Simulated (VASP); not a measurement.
Wanted: the native input for a VASP 6.6.1 run.

```yaml
Task: single point
Functional: LDA
Potentials_or_basis: VASP PAW LDA potentials, release 64 (Sn_d)
Cutoff: 520 eV
k_mesh: 12 × 12 × 8
Occupations: fermi-dirac, width 0.1 eV
Spin: no spin polarisation
Dipole_correction: no
Further_INCAR_settings: ALGO = Normal; EDIFF = 1e-06; NBANDS = 21
```

The structure of Sn lies in POSCAR:

```
Sn
1.0
   -2.8994216605      2.9008009606      1.5581694818
    2.9008009606     -2.8994216605      1.5581694818
    2.8985835788      2.8985835788     -1.5556411493
Sn
2
Direct
    0.0000164062      0.9999835938      0.0000000000
    0.7499835938      0.2500164062      0.5000000000
```

One way to write it, as run:

INCAR

```
  PREC = Accurate
  ENCUT = 520
  EDIFF = 1E-6
  ISMEAR = -1
  SIGMA = 0.1
  LREAL = F
  LASPH = T
  NELM = 80
  ALGO = Normal
  ISIF = 2
  LWAVE = F
  LCHARG = T
  GGA = CA
  LELF = T
  LVHAR = T
  NBANDS = 21
```

KPOINTS

```
Automatic mesh
0
Gamma
  12 12 8
```

Potentials or basis: VASP PAW LDA potentials, release 64 (Sn_d).

The run is started by

```bash
$ cat potpaw_LDA.64/Sn_d/POTCAR > POTCAR
$ mpirun -np 1 vasp_std > vasp.out
```

It gave:

The pressure is -0.1 GPa and the band gap on the k mesh is zero (band 14 reaches 9.69 eV, above the bottom of band 15 at 5.38 eV).

Caveat: spin-orbit coupling is left out, which moves the levels of the heavy elements.

Run time: 2.1 min on 1 thread of Intel(R) Xeon(R) 6975P-C (Granite Rapids), on a shared host, peak memory 0.38 GiB.
